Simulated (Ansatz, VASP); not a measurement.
**One calculation of P, two programs**

Contents of INCAR:

```
SYSTEM = P
PREC = Accurate
ENCUT = 520
EDIFF = 1E-7
ISMEAR = -1
SIGMA = 0.05
LREAL = .FALSE.
LASPH = .TRUE.
NELM = 60
ALGO = Normal
ISIF = 2
LWAVE = .FALSE.
LCHARG = .TRUE.
GGA = PE
LELF = .TRUE.
LVHAR = .TRUE.
NBANDS = 8
```

Contents of KPOINTS:

```
regular mesh
0
G
  20 20 20
  0 0 0
```

The input POSCAR:

```
P
1.0
    0.0000000000      1.9507057844      1.9507057844
    1.9507057844      0.0000000000      1.9507057844
    1.9507057844      1.9507057844      0.0000000000
P
1
Direct
    0.0000000000      0.0000000000      0.0000000000
```

Input for Ansatz:

```yaml
crystal:
  lattice:
    - [0.0, 1.9507057844, 1.9507057844]
    - [1.9507057844, 0.0, 1.9507057844]
    - [1.9507057844, 1.9507057844, 0.0]
  atoms:
    - { symbol: P, position: [0.0, 0.0, 0.0] }
kpoints:
  mp_grid: { grid: [20, 20, 20] }
scf:
  occupations: { method: fermi_dirac, width: 0.05 }
hamiltonian:
  xc: pbe
  pseudopotentials: { kind: all_electron, lapw: { basis_error: 0.0005 } }
output:
  forces: true
  stress: true
  eigenvalues: true
```

Change from the starting cell: volume scaled by 1.02.

Alike in both runs: task single point; functional PBE; k mesh 20 × 20 × 20; occupations fermi-dirac, width 0.05 eV; no spin polarisation.

|  | VASP | Ansatz |
| --- | --- | --- |
| version | VASP 6.6.1 | Ansatz 0.2.0 |
| potentials or method | VASP PAW PBE potentials, release 64 (P), cutoff 520 eV | all-electron LAPW, scalar-relativistic |

Ansatz gave:

| Item | Value |
| --- | --- |
| pressure (GPa) | -1.7 |

**Question.** Estimate VASP's values.

**Answer.** Pressure (GPa): -1.9.

Ansatz ran all-electron here, and VASP with PAW potentials.
